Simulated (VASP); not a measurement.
# Ga6Si (Pm-3m) in VASP: relaxation of cell and atoms with PBE

Aim: the relaxation of cell and atoms of Ga6Si with PBE.

Everything below comes from runs of VASP 6.6.1. Logs are shortened: lines on timing, memory, paths and dates and some standing lists are left out, and cuts for length are marked.

### Step 1. The cell of the first run

It takes space group Pm-3m (No. 221, cubic). Conventional cell: a = 6.019 Å, b = 6.019 Å, c = 6.019 Å, α = 90.00°, β = 90.00°, γ = 90.00°. Ga (site symmetry 4mm) has 5 Ga at 2.33 to 2.61 Å within 3.1 Å. Si (site symmetry m-3m) has 24 Ga at 4.41 Å within 5.8 Å.

### Step 2. Relaxation of cell and atoms, PBE

Contents of INCAR:

```
ALGO     = Normal         # electronic algorithm
EDIFF    = 1E-7           # SCF threshold, eV
EDIFFG   = -0.01          # ionic threshold
ENCUT    = 600            # plane-wave cutoff, eV
GGA      = PE             # functional
IBRION   = 2              # ionic algorithm
ISIF     = 3              # what is computed and relaxed
ISMEAR   = 0              # smearing method
LASPH    = True           # aspherical terms in the spheres
LCHARG   = False          # write CHGCAR
LREAL    = False          # projectors in reciprocal space
LWAVE    = False          # write WAVECAR
NELM     = 100            # most SCF steps
NSW      = 100            # ionic steps
PREC     = Accurate       # precision mode
SIGMA    = 0.1            # smearing width, eV
```

Contents of KPOINTS:

```
k-points
0
Gamma
  6 6 6
```

Contents of POSCAR:

```
Ga6Si
1.0
    6.0192021399      0.0000000000      0.0000000000
    0.0000000000      6.0192021399      0.0000000000
    0.0000000000      0.0000000000      6.0192021399
Ga Si
6 1
Direct
    0.5000000000      0.5000000000      0.1937023501
    0.5000000000      0.5000000000      0.8062976499
    0.1937023501      0.5000000000      0.5000000000
    0.8062976499      0.5000000000      0.5000000000
    0.5000000000      0.1937023501      0.5000000000
    0.5000000000      0.8062976499      0.5000000000
    0.0000000000      0.0000000000      0.0000000000
```

Potentials or basis: VASP PAW PBE potentials, release 64 (Ga_d, Si).

Run with:

```
cat potpaw_PBE.64/Ga_d/POTCAR potpaw_PBE.64/Si/POTCAR > POTCAR
mpirun -np 1 vasp_std > vasp.out
```

OUTCAR:

```text
EDIFF = 1E-7
   EDIFFG = -0.01
   ENCUT = 600
   GGA = PE
   IBRION = 2
   ISIF = 3
   ISMEAR = 0
   LASPH = True
   LREAL = False
   NELM = 100
   NSW = 100
   PREC = Accurate

 ion  position               nearest neighbor table
   1  0.500  0.500  0.194-   2 2.33   3 2.61   4 2.61   5 2.61   6 2.61
   2  0.500  0.500  0.806-   1 2.33   3 2.61   4 2.61   5 2.61   6 2.61
   3  0.194  0.500  0.500-   4 2.33   2 2.61   1 2.61   5 2.61   6 2.61
   4  0.806  0.500  0.500-   3 2.33   2 2.61   1 2.61   5 2.61   6 2.61
   5  0.500  0.194  0.500-   6 2.33   2 2.61   3 2.61   4 2.61   1 2.61
   6  0.500  0.806  0.500-   5 2.33   2 2.61   3 2.61   4 2.61   1 2.61
   7  0.000  0.000  0.000-

  LATTYP: Found a simple cubic cell.
 ALAT       =     6.0192021399

  Lattice vectors:

 A1 = (   6.0192021399,   0.0000000000,   0.0000000000)
 A2 = (   0.0000000000,   6.0192021399,   0.0000000000)
 A3 = (   0.0000000000,   0.0000000000,   6.0192021399)

Analysis of symmetry for initial positions (statically):
=====================================================================
 Subroutine PRICEL returns:
 Original cell was already a primitive cell.

 Routine SETGRP: Setting up the symmetry group for a
 simple cubic supercell.

 Subroutine GETGRP returns: Found 48 space group operations
 (whereof 48 operations were pure point group operations)
 out of a pool of 48 trial point group operations.

The static configuration has the point symmetry O_h .

Analysis of symmetry for dynamics (positions and initial velocities):
=====================================================================
 Subroutine PRICEL returns:
 Original cell was already a primitive cell.

 Routine SETGRP: Setting up the symmetry group for a
 simple cubic supercell.

 Subroutine GETGRP returns: Found 48 space group operations
 (whereof 48 operations were pure point group operations)
 out of a pool of 48 trial point group operations.

The dynamic configuration has the point symmetry O_h .

 Subroutine INISYM returns: Found 48 space group operations
 (whereof 48 operations are pure point group operations),
 and found     1 'primitive' translations

----------------------------------------------------------------------------------------

                                     Primitive cell

  volume of cell :     218.0805

  direct lattice vectors                    reciprocal lattice vectors
     6.019202140  0.000000000  0.000000000     0.166134975  0.000000000  0.000000000
     0.000000000  6.019202140  0.000000000     0.000000000  0.166134975  0.000000000
     0.000000000  0.000000000  6.019202140     0.000000000  0.000000000  0.166134975

  length of vectors
     6.019202140  6.019202140  6.019202140     0.166134975  0.166134975  0.166134975

  position of ions in fractional coordinates (direct lattice)
     0.500000000  0.500000000  0.193702350
     0.500000000  0.500000000  0.806297650
     0.193702350  0.500000000  0.500000000
     0.806297650  0.500000000  0.500000000
     0.500000000  0.193702350  0.500000000
     0.500000000  0.806297650  0.500000000
     0.000000000  0.000000000  0.000000000

  ion indices of the primitive-cell ions
   primitive index   ion index
                 1           1
                 2           2
                 3           3
                 4           4
                 5           5
                 6           6
                 7           7

----------------------------------------------------------------------------------------

 KPOINTS: k-points

Automatic generation of k-mesh.
 Grid dimensions read from file:
 generate k-points for:    6    6    6

 Generating k-lattice:

  Cartesian coordinates                     Fractional coordinates (reciprocal lattice)
     0.027689163  0.000000000  0.000000000     0.166666667  0.000000000  0.000000000
     0.000000000  0.027689163  0.000000000     0.000000000  0.166666667  0.000000000
     0.000000000  0.000000000  0.027689163     0.000000000  0.000000000  0.166666667

  Length of vectors
     0.027689163  0.027689163  0.027689163

  Shift w.r.t. Gamma in fractional coordinates (k-lattice)
[... 37 lines left out ...]
 SYSTEM =  unknown system
   PREC   = accura    normal or accurate (medium, high low for compatibility)
   ISTART =      0    job   : 0-new  1-cont  2-samecut
   ICHARG =      2    charge: 1-file 2-atom 10-const
   ISPIN  =      1    spin polarized calculation?
   LNONCOLLINEAR =      F non collinear calculations
   LSORBIT =      F    spin-orbit coupling
   LASPH  =      T    aspherical Exc in radial PAW
   ENCUT  =  600.0 eV  44.10 Ry    6.64 a.u.  12.02 12.02 12.02*2*pi/ulx,y,z
   NELM   =    100;   NELMIN=  2; NELMDL= -5     # of ELM steps
   EDIFF  = 0.1E-06   stopping-criterion for ELM
   LREAL  =      F    real-space projection
   EDIFFG = -.1E-01   stopping-criterion for IOM
   NSW    =    100    number of steps for IOM
   IBRION =      2    ionic relax: 0-MD 1-quasi-New 2-CG
   NFREE  =      1    steps in history (QN), initial steepest desc. (CG)
   ISIF   =      3    stress and relaxation
   ISYM   =      2    0-nonsym 1-usesym 2-fastsym
   POTIM  = 0.5000    time-step for ionic-motion
   TEBEG  =    0.0;   TEEND  =   0.0 temperature during run
   PSTRESS=    0.0 pullay stress
   NELECT =      82.0000    total number of electrons
   NUPDOWN=      -1.0000    fix difference up-down
   EMIN   =  10.00;   EMAX   =-10.00  energy-range for DOS
   EFERMI =   0.00;   METHOD = LEGACY
   ISMEAR =     0;   SIGMA  =   0.10  broadening in eV -4-tet -1-fermi 0-gaus
   EFERMI_NEDOS =   21; number of points for ismear=-14 and -15
   IALGO  =     38    algorithm
   IMIX   =      4    mixing-type and parameters
     AMIX     =   0.40;   BMIX     =  1.00
     AMIX_MAG =   1.60;   BMIX_MAG =  1.00
  volume/ion in A,a.u.               =      31.15       210.24
  Fermi-wavevector in a.u.,A,eV,Ry     =   1.181609  2.232918 18.996457  1.396200
  Thomas-Fermi vector in A             =   2.317879
   LORBIT       =      0    0 simple, 1 ext, 2 COOP (PROOUT), +10 PAW based schemes
   GGA     = PE    functional components
   LHFCALC =     F    Hartree Fock is set to
   AEXX    =    0.0000 exact exchange contribution
   IVDW    =     0    specifies the selected vdW correction
   LEPSILON=     F    determine dielectric tensor
   LRPA    =     F    only Hartree local field effects (RPA)
 conjugate gradient relaxation of ions
 non-spin polarized calculation
 Gauss-broadening in eV      SIGMA  =   0.10
  energy-cutoff  :      600.00
  volume of cell :      218.08
 maximum number of plane-waves:      7316
   NGX = 25   NGY = 25   NGZ = 25

--------------------------------------- Ionic step        1  -------------------------------------------

 number of electron      82.0000004 magnetization

 Free energy of the ion-electron system (eV)
  ---------------------------------------------------
  ext. energy  EPLUGINS =         0.00000000
  ---------------------------------------------------
  free energy    TOTEN  =       -17.29360344 eV

  energy without entropy =      -17.26529978  energy(sigma->0) =      -17.27945161

------------------------ aborting loop because EDIFF is reached ----------------------------------------

  FORCE on cell =-STRESS in cart. coord.  units (eV):
  Direction    XX          YY          ZZ          XY          YZ          ZX
  --------------------------------------------------------------------------------------
  -------------------------------------------------------------------------------------
  Total        0.3156128      0.3156128      0.3156128     -0.0000000      0.0000000     -0.0000000
  in kB        2.3187207      2.3187207      2.3187207     -0.0000000      0.0000000     -0.0000000
  external PRESSURE =       2.3187207 kB  Pullay stress =       0.0000000 kB

 VOLUME and BASIS-vectors are now :
 -----------------------------------------------------------------------------
  energy-cutoff  :      600.00
  volume of cell :      218.08
      direct lattice vectors                 reciprocal lattice vectors
     6.019202140  0.000000000  0.000000000     0.166134975  0.000000000  0.000000000
     0.000000000  6.019202140  0.000000000     0.000000000  0.166134975  0.000000000
     0.000000000  0.000000000  6.019202140     0.000000000  0.000000000  0.166134975

 POSITION                                       TOTAL-FORCE (eV/Angst)
 -----------------------------------------------------------------------------------
      3.00960      3.00960      1.16593         0.000000      0.000000      0.018001
      3.00960      3.00960      4.85327         0.000000      0.000000     -0.018001
      1.16593      3.00960      3.00960         0.018001     -0.000000     -0.000000
      4.85327      3.00960      3.00960        -0.018001      0.000000     -0.000000
      3.00960      1.16593      3.00960         0.000000      0.018001     -0.000000
      3.00960      4.85327      3.00960         0.000000     -0.018001     -0.000000
      0.00000      0.00000      0.00000         0.000000      0.000000     -0.000000
 -----------------------------------------------------------------------------------
    total drift:                                0.000000     -0.000000      0.000000

  FREE ENERGIE OF THE ION-ELECTRON SYSTEM (eV)
  ---------------------------------------------------
  free  energy   TOTEN  =       -17.2936034372 eV

  energy  without entropy=      -17.2652997819  energy(sigma->0) =      -17.27945161

--------------------------------------- Ionic step        2  -------------------------------------------

 number of electron      82.0000012 magnetization

 Free energy of the ion-electron system (eV)
  ---------------------------------------------------
  ext. energy  EPLUGINS =         0.00000000
  ---------------------------------------------------
  free energy    TOTEN  =       -17.29488648 eV

  energy without entropy =      -17.26660932  energy(sigma->0) =      -17.28074790

 E-fermi :   1.5710     XC(G=0):  -8.1387

 val. band max:        1.5555112076   @ k =   0.5000   0.5000   0.0000
 cond. band min:       1.5984492498   @ k =   0.3333   0.3333   0.1667
 fundamental gap:      0.0429380422
 Fermi energy:         1.5710362056

 k-point     1 :       0.0000    0.0000    0.0000
  band No.  band energies     occupation
      1     -13.7442      2.00000
      2     -13.3967      2.00000
      3     -13.3967      2.00000
      4     -13.3967      2.00000
      5     -13.3416      2.00000
      6     -13.3416      2.00000
[... 1029 lines left out ...]
     48       6.2993      0.00000
     49       6.2993      0.00000

------------------------ aborting loop because EDIFF is reached ----------------------------------------

  FORCE on cell =-STRESS in cart. coord.  units (eV):
  Direction    XX          YY          ZZ          XY          YZ          ZX
  --------------------------------------------------------------------------------------
  -------------------------------------------------------------------------------------
  Total        0.0592542      0.0592542      0.0592542     -0.0000000      0.0000000     -0.0000000
  in kB        0.4324958      0.4324958      0.4324958     -0.0000000      0.0000000     -0.0000000
  external PRESSURE =       0.4324958 kB  Pullay stress =       0.0000000 kB

 VOLUME and BASIS-vectors are now :
 -----------------------------------------------------------------------------
  energy-cutoff  :      600.00
  volume of cell :      219.51
      direct lattice vectors                 reciprocal lattice vectors
     6.032294765 -0.000000000 -0.000000000     0.165774392  0.000000000  0.000000000
    -0.000000000  6.032294765 -0.000000000     0.000000000  0.165774392  0.000000000
    -0.000000000  0.000000000  6.032294765     0.000000000  0.000000000  0.165774392

 POSITION                                       TOTAL-FORCE (eV/Angst)
 -----------------------------------------------------------------------------------
      3.01615      3.01615      1.16934         0.000000      0.000000      0.000193
      3.01615      3.01615      4.86295         0.000000     -0.000000     -0.000193
      1.16934      3.01615      3.01615         0.000193      0.000000     -0.000000
      4.86295      3.01615      3.01615        -0.000193     -0.000000      0.000000
      3.01615      1.16934      3.01615         0.000000      0.000193     -0.000000
      3.01615      4.86295      3.01615         0.000000     -0.000193      0.000000
     -0.00000     -0.00000      6.03229         0.000000      0.000000      0.000000
 -----------------------------------------------------------------------------------
    total drift:                                0.000000     -0.000000     -0.000000

  FREE ENERGIE OF THE ION-ELECTRON SYSTEM (eV)
  ---------------------------------------------------
  free  energy   TOTEN  =       -17.2948864788 eV

  energy  without entropy=      -17.2666093190  energy(sigma->0) =      -17.28074790

 reached required accuracy - stopping structural energy minimisation
```

Wall time 9.9 min (1 thread of AMD EPYC 7R43 (Zen 3), shared host); peak memory 0.4 GiB.

What came out:

```yaml
Free_energy: -17.2949 eV
Relaxed_volume: 31.36 Å³/atom
Relaxed_cell: a = 6.032 Å, b = 6.032 Å, c = 6.032 Å, α = 90.00°, β = 90.00°, γ = 90.00°
Space_group_after_relaxing_to_0.05_Å: Pm-3m (No. 221)
Energy_gained_by_relaxing: 0.2 meV/atom
Ionic_steps: 2
Pressure_after_relaxing: 0.0 GPa
Band_gap_on_the_k_mesh: zero (band 41 reaches 1.80 eV, above the bottom of band 42 at 1.39 eV)
```

The path:
```tsv
step	energy change (eV)	largest force (eV/Å)	pressure (GPa)	volume (Å³)
1	0.0000	0.0180	0.23	218.08
2	-0.0013	0.0002	0.04	219.51
```

Final structure:
```
Ga Si
1.0
     6.03229    0.00000    0.00000
     0.00000    6.03229    0.00000
     0.00000    0.00000    6.03229
Ga Si
6 1
Direct
  0.50000 0.50000 0.19385
  0.50000 0.50000 0.80615
  0.19385 0.50000 0.50000
  0.80615 0.50000 0.50000
  0.50000 0.19385 0.50000
  0.50000 0.80615 0.50000
  0.00000 0.00000 0.00000
```

Levels at points of the mesh, in eV from the Fermi level:
```tsv
k point	band 39	band 40	band 41	band 42	band 43	band 44
(0.00, 0.00, 0.00)	0.03	0.03	0.03	0.70	0.70	0.70
(0.50, 0.00, 0.00)	-1.04	-0.68	0.06	0.77	0.80	0.80
(0.50, 0.50, 0.00)	-0.62	-0.60	-0.60	-0.02	-0.02	0.04
(0.50, 0.50, 0.50)	-0.12	-0.12	-0.12	0.93	0.93	0.99
```
